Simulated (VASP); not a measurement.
# Ni (Fm-3m) in VASP: further runs

Ni is run at these levels: PBE+D3(BJ), BLYP+D3(BJ); tasks: relaxation of cell and atoms.

Program: VASP 6.6.1. These are calculated values, not measurements. Logs are shortened: lines on timing, memory, paths and dates and some standing lists are left out, and cuts for length are marked.

## (1) The cell of the first run

Symmetry: Fm-3m, No. 225, cubic system. The conventional cell has a = 3.475 Å, b = 3.475 Å, c = 3.475 Å, α = 90.00°, β = 90.00°, γ = 90.00°. Ni (site symmetry m-3m) has 12 Ni at 2.46 Å within 3.2 Å.

## (2) Relaxation of cell and atoms, PBE+D3(BJ), collinear spin, ferromagnetic start

Input file INCAR:

```
SYSTEM = Ni
ALGO = Normal ; EDIFF = 1E-7
EDIFFG = -0.005 ; ENCUT = 600
GGA = PE ; IBRION = 2
ISIF = 3 ; ISMEAR = -1
ISPIN = 2 ; IVDW = 12
LASPH = .TRUE. ; LCHARG = .FALSE.
LMAXMIX = 4 ; LORBIT = 11
LREAL = .FALSE. ; LWAVE = .FALSE.
MAGMOM = 1 ; NELM = 150
NSW = 80 ; PREC = Accurate
SIGMA = 0.05
```

Input file KPOINTS:

```
k-points
0
G
  13 13 13
  0 0 0
```

Input file POSCAR:

```
Ni
1.0
    0.0000000000      1.7375729330      1.7375729330
    1.7375729330      0.0000000000      1.7375729330
    1.7375729330      1.7375729330      0.0000000000
Ni
1
Direct
    0.0000000000      0.0000000000      0.0000000000
```

Potentials or basis: VASP PAW PBE potentials, release 64 (Ni).

Command:

```bash
> cat potpaw_PBE.64/Ni/POTCAR > POTCAR
> mpirun -np 1 vasp_std > vasp.out
```

OUTCAR:

```text
SYSTEM = Ni
   EDIFF = 1E-7
   EDIFFG = -0.005
   ENCUT = 600
   GGA = PE
   IBRION = 2
   ISIF = 3
   ISMEAR = -1
   ISPIN = 2
   IVDW = 12
   LASPH = .TRUE.
   LORBIT = 11
   LREAL = .FALSE.
   NELM = 150
   NSW = 80
   PREC = Accurate
 IVDW          = 12

 ion  position               nearest neighbor table
   1  0.000  0.000  0.000-

  LATTYP: Found a face centered cubic cell.
 ALAT       =     3.4751458660

  Lattice vectors:

 A1 = (   0.0000000000,   1.7375729330,   1.7375729330)
 A2 = (   1.7375729330,   0.0000000000,   1.7375729330)
 A3 = (   1.7375729330,   1.7375729330,   0.0000000000)

Analysis of symmetry for initial positions (statically):
=====================================================================
 Subroutine PRICEL returns:
 Original cell was already a primitive cell.

 Routine SETGRP: Setting up the symmetry group for a
 face centered cubic supercell.

 Subroutine GETGRP returns: Found 48 space group operations
 (whereof 48 operations were pure point group operations)
 out of a pool of 48 trial point group operations.

The static configuration has the point symmetry O_h .

Analysis of symmetry for dynamics (positions and initial velocities):
=====================================================================
 Subroutine PRICEL returns:
 Original cell was already a primitive cell.

 Routine SETGRP: Setting up the symmetry group for a
 face centered cubic supercell.

 Subroutine GETGRP returns: Found 48 space group operations
 (whereof 48 operations were pure point group operations)
 out of a pool of 48 trial point group operations.

The dynamic configuration has the point symmetry O_h .

Analysis of structural, dynamic, and magnetic symmetry:
=====================================================================
 Subroutine PRICEL returns:
 Original cell was already a primitive cell.

 Routine SETGRP: Setting up the symmetry group for a
 face centered cubic supercell.

 Subroutine GETGRP returns: Found 48 space group operations
 (whereof 48 operations were pure point group operations)
 out of a pool of 48 trial point group operations.

The overall configuration has the point symmetry O_h .

 Subroutine INISYM returns: Found 48 space group operations
 (whereof 48 operations are pure point group operations),
 and found     1 'primitive' translations

----------------------------------------------------------------------------------------

                                     Primitive cell

  volume of cell :      10.4920

  direct lattice vectors                    reciprocal lattice vectors
     0.000000000  1.737572933  1.737572933    -0.287757705  0.287757705  0.287757705
     1.737572933  0.000000000  1.737572933     0.287757705 -0.287757705  0.287757705
     1.737572933  1.737572933  0.000000000     0.287757705  0.287757705 -0.287757705

[... 93 lines left out ...]
   NUPDOWN=      -1.0000    fix difference up-down
   EMIN   =  10.00;   EMAX   =-10.00  energy-range for DOS
   EFERMI =   0.00;   METHOD = LEGACY
   ISMEAR =    -1;   SIGMA  =   0.05  broadening in eV -4-tet -1-fermi 0-gaus
   EFERMI_NEDOS =   21; number of points for ismear=-14 and -15
   IALGO  =     38    algorithm
   IMIX   =      4    mixing-type and parameters
     AMIX     =   0.40;   BMIX     =  1.00
     AMIX_MAG =   1.60;   BMIX_MAG =  1.00
  volume/ion in A,a.u.               =      10.49        70.80
  Fermi-wavevector in a.u.,A,eV,Ry     =   1.611097  3.044533 35.315755  2.595635
  Thomas-Fermi vector in A             =   2.706542
   LORBIT       =     11    0 simple, 1 ext, 2 COOP (PROOUT), +10 PAW based schemes
   GGA     = PE    functional components
   LHFCALC =     F    Hartree Fock is set to
   AEXX    =    0.0000 exact exchange contribution
   IVDW    =    12    specifies the selected vdW correction
   LEPSILON=     F    determine dielectric tensor
   LRPA    =     F    only Hartree local field effects (RPA)
 conjugate gradient relaxation of ions
 spin polarized calculation
  energy-cutoff  :      600.00
  volume of cell :       10.49
 maximum number of plane-waves:       365
   NGX =  9   NGY =  9   NGZ =  9

--------------------------------------- Ionic step        1  -------------------------------------------

 number of electron      10.0000000 magnetization       1.0000000

 number of electron       9.9999999 magnetization       0.6231104

 Free energy of the ion-electron system (eV)
  ---------------------------------------------------
  ext. energy  EPLUGINS =         0.00000000
  ---------------------------------------------------
  free energy    TOTEN  =        -5.47037381 eV

  energy without entropy =       -5.45766273  energy(sigma->0) =       -5.46401827

------------------------ aborting loop because EDIFF is reached ----------------------------------------

 Edisp (eV)   -0.48034

 E8    (eV) :    -0.2077
[... 69 lines left out ...]
--------------------------------------- Ionic step        3  -------------------------------------------

 number of electron      10.0000000 magnetization       0.6232843

 Free energy of the ion-electron system (eV)
  ---------------------------------------------------
  ext. energy  EPLUGINS =         0.00000000
  ---------------------------------------------------
  free energy    TOTEN  =        -5.47101570 eV

  energy without entropy =       -5.45828263  energy(sigma->0) =       -5.46464917

 E-fermi :   9.8838     XC(G=0): -13.4634

 val. band max:        9.8822821255   @ k =   0.3846   0.3846   0.0000
 cond. band min:       9.9024606378   @ k =  -0.3846   0.3077   0.0000
 fundamental gap:      0.0201785124
 Fermi energy:         9.8837924391

 spin component 1

 k-point     1 :       0.0000    0.0000    0.0000
  band No.  band energies     occupation
      1       0.6215      1.00000
      2       7.3590      1.00000
      3       7.3590      1.00000
      4       7.3590      1.00000
      5       8.5940      1.00000
      6       8.5940      1.00000
      7      33.8971      0.00000
      8      38.0367      0.00000
      9      38.0367      0.00000
     10      38.0367      0.00000
[... 287 lines left out ...]
 k-point    24 :       0.4615    0.1538    0.0000
  band No.  band energies     occupation
      1       5.2128      1.00000
      2       6.9398      1.00000
      3       7.3826      1.00000
      4       7.7855      1.00000
      5       9.3149      0.99999
      6      10.7527      0.00000
      7      18.0263      0.00000
      8      29.0648      0.00000
      9      30.8370      0.00000
     10      32.9987      0.00000

 [... further k-points ...]

 spin component 2

 k-point     1 :       0.0000    0.0000    0.0000
  band No.  band energies     occupation
      1       0.5949      1.00000
      2       8.1057      1.00000
      3       8.1057      1.00000
      4       8.1057      1.00000
      5       9.1758      1.00000
      6       9.1758      1.00000
      7      33.7509      0.00000
      8      38.0189      0.00000
      9      38.0189      0.00000
     10      38.0189      0.00000
[... 331 lines left out ...]
  FREE ENERGIE OF THE ION-ELECTRON SYSTEM (eV)
  ---------------------------------------------------
  free  energy   TOTEN  =        -5.9507225731 eV

  energy  without entropy=       -5.9379895100  energy(sigma->0) =       -5.94435604

 reached required accuracy - stopping structural energy minimisation

 total charge

# of ion       s       p       d       tot
------------------------------------------
    1        0.513   0.530   8.332   9.374

 magnetization (x)

# of ion       s       p       d       tot
------------------------------------------
    1       -0.006  -0.024   0.661   0.631
```

OSZICAR:

```text
N       E                     dE             d eps       ncg     rms          rms(c)
DAV:   1     0.286391433041E+02    0.28639E+02   -0.52338E+03  3418   0.144E+03
DAV:   2    -0.568644503063E+01   -0.34326E+02   -0.32406E+02  3428   0.179E+02
[... 25 lines left out ...]
DAV:   3    -0.547102468343E+01    0.11931E-03   -0.83986E-04  3626   0.438E-01    0.264E-02
DAV:   4    -0.547101737517E+01    0.73083E-05   -0.46907E-06  3768   0.187E-02    0.150E-02
DAV:   5    -0.547101601627E+01    0.13589E-05   -0.24849E-06  4498   0.115E-02    0.280E-03
DAV:   6    -0.547101588890E+01    0.12737E-06   -0.36272E-08  1724   0.164E-03    0.159E-03
DAV:   7    -0.547101571057E+01    0.17833E-06   -0.21248E-08  1690   0.245E-03    0.227E-04
DAV:   8    -0.547101569709E+01    0.13484E-07   -0.93040E-10  1680   0.348E-04
   3 F= -.59507226E+01 E0= -.59443560E+01  d E =-.123239E-04  mag=     0.6233
```

Run time: 71 s. Hardware: 1 thread of Intel Xeon 8259CL, shared host; peak memory 0.16 GiB.

Results:

```yaml
Free_energy: -5.9507 eV
Relaxed_volume: 10.51 Å³/atom
Relaxed_cell: a = 2.458 Å, b = 2.458 Å, c = 2.458 Å, α = 60.00°, β = 60.00°, γ = 60.00°
Space_group_after_relaxing_to_0.1_Å: Fm-3m (No. 225)
Energy_gained_by_relaxing: 0.0 meV/atom
Ionic_steps: 3
Pressure_after_relaxing: 0.0 GPa
Net_moment: 0.62 μB per cell
Site_moments: Ni +0.63 μB
Valence_electrons_inside_the_program's_atomic_spheres: Ni 9.37
Dispersion_energy_per_atom: -0.480 eV
```

Final structure:
```
Ni
1.0
     0.00000    1.73831    1.73831
     1.73831    0.00000    1.73831
     1.73831    1.73831    0.00000
Ni
1
Direct
  0.00000 0.00000 0.00000
```

Levels at points of the mesh, in eV from the Fermi level:
Spin up:
| k point | band 1 | band 2 | band 3 | band 4 | band 5 | band 6 | band 7 | band 8 | band 9 | band 10 |
| --- | --- | --- | --- | --- | --- | --- | --- | --- | --- | --- |
| (0.00, 0.00, 0.00) | -9.26 | -2.52 | -2.52 | -2.52 | -1.29 | -1.29 | 24.01 | 28.15 | 28.15 | 28.15 |
Spin down:
| k point | band 3 | band 4 | band 5 | band 6 | band 7 | band 8 |
| --- | --- | --- | --- | --- | --- | --- |
| (0.00, 0.00, 0.00) | -1.78 | -1.78 | -0.71 | -0.71 | 23.87 | 28.14 |

## (3) Relaxation of cell and atoms, BLYP+D3(BJ), collinear spin, ferromagnetic start

Input file INCAR:

```
SYSTEM = Ni
PREC = Accurate
ENCUT = 600
EDIFF = 1E-6
ISMEAR = -1
SIGMA = 0.05
LREAL = .FALSE.
LASPH = .TRUE.
NELM = 150
ALGO = Normal
ISIF = 3
LWAVE = .FALSE.
LCHARG = .FALSE.
ISPIN = 2
MAGMOM = 1
LORBIT = 11
LMAXMIX = 4
GGA = B5
ALDAX = 1.0
AGGAX = 1.0
AGGAC = 1.0
ALDAC = 0.0
IVDW = 12
VDW_S6 = 1.0
VDW_S8 = 2.6996
VDW_A1 = 0.4298
VDW_A2 = 4.2359
IBRION = 2
NSW = 80
EDIFFG = -0.02
```

Input file KPOINTS:

```
regular mesh
0
G
  13 13 13
  0 0 0
```

POSCAR is that of step 2.

Potentials or basis: VASP PAW PBE potentials, release 64 (Ni).

Command:

```bash
> cat potpaw_PBE.64/Ni/POTCAR > POTCAR
> mpirun -np 1 vasp_std > vasp.out
```

OUTCAR:

```text
SYSTEM = Ni
   PREC = Accurate
   ENCUT = 600
   EDIFF = 1E-6
   ISMEAR = -1
   LREAL = .FALSE.
   LASPH = .TRUE.
   NELM = 150
   ISIF = 3
   ISPIN = 2
   LORBIT = 11
   GGA = B5
   IVDW = 12
   IBRION = 2
   NSW = 80
   EDIFFG = -0.02
 IVDW          = 12

 ion  position               nearest neighbor table
   1  0.000  0.000  0.000-

  LATTYP: Found a face centered cubic cell.
 ALAT       =     3.4751458660

  Lattice vectors:

 A1 = (   0.0000000000,   1.7375729330,   1.7375729330)
 A2 = (   1.7375729330,   0.0000000000,   1.7375729330)
 A3 = (   1.7375729330,   1.7375729330,   0.0000000000)

Analysis of symmetry for initial positions (statically):
=====================================================================
 Subroutine PRICEL returns:
 Original cell was already a primitive cell.

 Routine SETGRP: Setting up the symmetry group for a
 face centered cubic supercell.

 Subroutine GETGRP returns: Found 48 space group operations
 (whereof 48 operations were pure point group operations)
 out of a pool of 48 trial point group operations.

The static configuration has the point symmetry O_h .

Analysis of symmetry for dynamics (positions and initial velocities):
=====================================================================
 Subroutine PRICEL returns:
 Original cell was already a primitive cell.

 Routine SETGRP: Setting up the symmetry group for a
 face centered cubic supercell.

 Subroutine GETGRP returns: Found 48 space group operations
[... 242 lines left out ...]

 number of electron      10.0000001 magnetization       0.6140208

 Free energy of the ion-electron system (eV)
  ---------------------------------------------------
  ext. energy  EPLUGINS =         0.00000000
  ---------------------------------------------------
  free energy    TOTEN  =        -4.57155019 eV

  energy without entropy =       -4.55917927  energy(sigma->0) =       -4.56536473

 E-fermi :  10.3019     XC(G=0): -12.8542

 val. band max:       10.2968707408   @ k =  -0.4615   0.4615   0.0000
 cond. band min:      10.3210614996   @ k =  -0.3846   0.3077   0.0000
 fundamental gap:      0.0241907588
 Fermi energy:        10.3018831861

 spin component 1

 k-point     1 :       0.0000    0.0000    0.0000
  band No.  band energies     occupation
      1       1.2227      1.00000
      2       7.7975      1.00000
      3       7.7975      1.00000
      4       7.7975      1.00000
      5       9.0174      1.00000
      6       9.0174      1.00000
      7      34.6632      0.00000
      8      38.5088      0.00000
      9      38.5088      0.00000
     10      38.5088      0.00000
[... 287 lines left out ...]
 k-point    24 :       0.4615    0.1538    0.0000
  band No.  band energies     occupation
      1       5.7087      1.00000
      2       7.4209      1.00000
      3       7.8592      1.00000
      4       8.2203      1.00000
      5       9.7540      0.99998
      6      11.2739      0.00000
      7      18.5321      0.00000
      8      29.7065      0.00000
      9      31.2702      0.00000
     10      33.5275      0.00000

 [... further k-points ...]

 spin component 2

 k-point     1 :       0.0000    0.0000    0.0000
  band No.  band energies     occupation
      1       1.2214      1.00000
      2       8.5213      1.00000
      3       8.5213      1.00000
      4       8.5213      1.00000
      5       9.5654      1.00000
      6       9.5654      1.00000
      7      34.5546      0.00000
      8      38.5191      0.00000
      9      38.5191      0.00000
     10      38.5191      0.00000
[... 331 lines left out ...]
  FREE ENERGIE OF THE ION-ELECTRON SYSTEM (eV)
  ---------------------------------------------------
  free  energy   TOTEN  =        -5.6588492062 eV

  energy  without entropy=       -5.6464782878  energy(sigma->0) =       -5.65266375

 reached required accuracy - stopping structural energy minimisation

 total charge

# of ion       s       p       d       tot
------------------------------------------
    1        0.514   0.513   8.383   9.410

 magnetization (x)

# of ion       s       p       d       tot
------------------------------------------
    1       -0.005  -0.022   0.647   0.620
```

Run time: 98 s. Hardware: 1 thread of Intel Xeon 8259CL, shared host; peak memory 0.15 GiB.

What came out:

- Free energy: -5.6588 eV
- Relaxed volume: 10.53 Å³/atom
- Relaxed cell: a = 2.460 Å, b = 2.460 Å, c = 2.460 Å, α = 60.00°, β = 60.00°, γ = 60.00°
- Space group after relaxing (to 0.1 Å): Fm-3m (No. 225)
- Energy gained by relaxing: 0.1 meV/atom
- Ionic steps: 3
- Pressure after relaxing: 0.0 GPa
- Net moment: 0.61 μB per cell
- Site moments: Ni +0.62 μB
- Valence electrons inside the program's atomic spheres: Ni 9.41
- Dispersion energy per atom: -1.087 eV

Final structure:
```
Ni
1.0
     0.00000    1.73966    1.73966
     1.73966    0.00000    1.73966
     1.73966    1.73966    0.00000
Ni
1
Direct
  0.00000 0.00000 0.00000
```

Levels at points of the mesh, in eV from the Fermi level:
Spin up:
```tsv
k point	band 3	band 4	band 5	band 6	band 7	band 8
(0.00, 0.00, 0.00)	-2.50	-2.50	-1.28	-1.28	24.36	28.21
```
Spin down:
```csv
k point,band 1,band 2,band 3,band 4,band 5,band 6,band 7,band 8,band 9,band 10
"(0.00, 0.00, 0.00)",-9.08,-1.78,-1.78,-1.78,-0.74,-0.74,24.25,28.22,28.22,28.22
```

Caveat: the dispersion term is far too large for a dense solid, which distorts pressure and volume; the PAW data sets were made with another functional, which shifts forces and pressure a little.
